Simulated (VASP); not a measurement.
A run of VASP 6.6.1:

The input POSCAR:

```
GdO
1.0
    0.0000000000      2.7000000000      2.7000000000
    2.7000000000      0.0000000000      2.7000000000
    2.7000000000      2.7000000000      0.0000000000
Gd O
1 1
Direct
    0.0000000000      0.0000000000      0.0000000000
    0.2500000000      0.2500000000      0.2500000000
```

INCAR.step1

```
PREC = Accurate
ENCUT = 520
ISMEAR = -1
SIGMA = 0.05
LREAL = F
LASPH = T
NELM = 150
ISPIN = 2
MAGMOM = 7 0
LMAXMIX = 6
NBANDS = 23
GGA = PE
ALGO = Normal
EDIFF = 1E-4
LWAVE = T
LCHARG = F
```

INCAR.step2

```
PREC = Accurate
ENCUT = 520
EDIFF = 1E-6
ISMEAR = -1
SIGMA = 0.05
LREAL = F
LASPH = T
NELM = 150
ALGO = Normal
ISIF = 2
LWAVE = F
LCHARG = F
ISPIN = 2
MAGMOM = 7 0
LORBIT = 11
LMAXMIX = 6
METAGGA = R2SCAN
LMIXTAU = T
NBANDS = 23
ISTART = 1
```

File KPOINTS:

```
regular mesh
0
Gamma
  9 9 9
```

Potentials or basis: VASP PAW PBE potentials, release 64 (Gd, O).

Launch:

```bash
$ cat potpaw_PBE.64/Gd/POTCAR potpaw_PBE.64/O/POTCAR > POTCAR
$ cp INCAR.step1 INCAR
$ mpirun -np 1 vasp_std > vasp.out
$ cp INCAR.step2 INCAR
$ mpirun -np 1 vasp_std > vasp.out
```

Hardware: 1 thread of Intel(R) Xeon(R) 6975P-C (Granite Rapids), with other jobs on the host.

Task: How long does it take, and how much memory?

Result: It took 2.2 min on 1 thread of Intel(R) Xeon(R) 6975P-C (Granite Rapids), on a shared host, peak memory 0.22 GiB. Counts: k points 35.
